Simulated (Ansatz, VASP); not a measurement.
# Two plane-wave programs on Hg

```
Hg
1.0
     1.75277    1.01196    2.26340
    -1.75277    1.01196    2.26340
     0.00000   -2.02392    2.26340
Hg
1
Cartesian
  0.0000 0.0000 0.0000
```

Change from the starting cell: volume scaled by 1.04, PAW files.

Alike in both runs: task electric field gradients; functional LDA; k mesh 12 × 12 × 12; occupations fermi-dirac, width 0.03 eV; no spin polarisation.

```csv
,VASP,Ansatz
version,VASP 6.6.1,Ansatz 0.2.0
potentials or method,"VASP PAW LDA potentials, release 64 (Hg_sv_GW)","PAW with Ansatz's default frozen-core files, scalar-relativistic"
plane-wave cutoff (eV),410,420
valence electrons in the cell,20,20
```

```tsv
	VASP	Ansatz	Ansatz less VASP
size of Vzz on the site where it differs most (V/Å²)	123.5	107.4	-16.11
```

LDA's correlation is that of Perdew and Zunger in VASP and of Perdew and Wang (1992) in Ansatz.

Neither program's run includes spin-orbit coupling.
